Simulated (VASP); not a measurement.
Input of a VASP 6.6.1 run:

The input INCAR:

```
SYSTEM = BP
  PREC = Accurate
  ENCUT = 500
  EDIFF = 1E-6
  ISMEAR = 0
  SIGMA = 0.01
  LREAL = .FALSE.
  LASPH = .TRUE.
  NELM = 120
  ALGO = Normal
  ISIF = 2
  LWAVE = .FALSE.
  LCHARG = .FALSE.
  NBANDS = 11
  GGA_COMPAT = .FALSE.
```

KPOINTS

```
regular mesh
0
G
  8 8 8
  0 0 0
```

Contents of POSCAR:

```
BP
1.0
    0.0000000000      2.2070904209      2.2070904209
    2.2070904209      0.0000000000      2.2070904209
    2.2070904209      2.2070904209      0.0000000000
B P
1 1
Direct
    0.0000000000      0.0000000000      0.0000000000
    0.2500000000      0.2500000000      0.2500000000
```

Potentials or basis: VASP PAW LDA potentials, release 64 (B, P).

Command:

```sh
$ cat potpaw_LDA.64/B/POTCAR potpaw_LDA.64/P/POTCAR > POTCAR
$ mpirun -np 1 vasp_std > vasp.out
```

**Question.** Estimate the pressure.

**Answer.** 9.8 GPa.

**Question.** Estimate the band gap on the k mesh.

**Answer.** 1.13 eV, indirect (least direct gap 3.52 eV).

A k mesh can miss the band edges. LDA gaps usually lie below the measured ones, often by a third to a half.
